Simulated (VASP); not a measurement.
Here is a VASP 6.6.1 calculation.

File INCAR:

```
PREC = Accurate
ENCUT = 400
EDIFF = 1E-8
ISMEAR = -1
SIGMA = 0.08
LREAL = F
LASPH = T
NELM = 120
ALGO = Normal
ISIF = 2
LWAVE = F
LCHARG = F
GGA = PS
LEFG = T
NBANDS = 19
GGA_COMPAT = F
```

Contents of KPOINTS:

```
Automatic mesh
0
Gamma
  13 13 7
```

POSCAR

```
Ti
1.0
    2.8614979246      0.0000000000      0.0000000000
   -1.4307489623      2.4781298956      0.0000000000
    0.0000000000      0.0000000000      4.6860000000
Ti
2
Direct
    0.3333333333      0.6666666667      0.2500000000
    0.6666666667      0.3333333333      0.7500000000
```

Potentials or basis: VASP PAW PBE potentials, release 64 (Ti_sv).

Launch:

```bash
$ cat potpaw_PBE.64/Ti_sv/POTCAR > POTCAR
$ mpirun -np 1 vasp_std > vasp.out
```

Problem. What does it give for the pressure?

Solution. -0.3 GPa.

Problem. Predict the band gap on the k mesh.

Solution. Zero (bands 12 and 13 overlap by 1.01 eV).

Stress tensor (GPa, compression positive):
```
 0.99  0.00  0.00
 0.00  0.99  0.00
 0.00  0.00 -2.74
```

Caveat: the cell differs from its parent crystal (equal xx and yy strain of -3 %); without QUAD_EFG the Cq values of the log hold for a quadrupole moment of 1 mb, not for the nuclei; the PAW data sets were made with another functional, which shifts forces and pressure a little.
